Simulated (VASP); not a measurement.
Here is a VASP 6.6.1 calculation.

Contents of INCAR:

```
SYSTEM = HfN
ALGO = Normal
EDIFF = 1E-7
ENCUT = 520
GGA = PS
ISIF = 2
ISMEAR = 0
LASPH = .True.
LCHARG = .False.
LREAL = .False.
LWAVE = .False.
NBANDS = 23
NELM = 60
PREC = Accurate
SIGMA = 0.05
```

The input KPOINTS:

```
k-points
0
Gamma
  10 10 8
  0 0 0
```

POSCAR

```
HfN
1.0
    3.1007015626      0.0000000000      0.0000000000
   -1.5503507813      2.6852863227      0.0000000000
    0.0000000000      0.0000000000      5.5847008051
Hf N
2 2
Direct
    0.0000000000      0.0000000000      0.0000000000
    0.0000000000      0.0000000000      0.5000000000
    0.3333333333      0.6666666667      0.2500000000
    0.6666666667      0.3333333333      0.7500000000
```

Potentials or basis: VASP PAW PBE potentials, release 64 (Hf_pv, N).

Launch:

```bash
$ cat potpaw_PBE.64/Hf_pv/POTCAR potpaw_PBE.64/N/POTCAR > POTCAR
$ mpirun -np 1 vasp_std > vasp.out
```

Question: Estimate the band gap on the k mesh.

Answer: Zero (bands 15 and 16 overlap by 1.60 eV).

Question: Predict the pressure.

Answer: 3.4 GPa.

Stress tensor (GPa, compression positive):
```
3.77 0.00 0.00
0.00 3.77 0.00
0.00 0.00 2.76
```

Caveat: the cell stands under pressure; the PAW data sets were made with another functional, which shifts forces and pressure a little; spin-orbit coupling is left out, which moves the levels of the heavy elements.
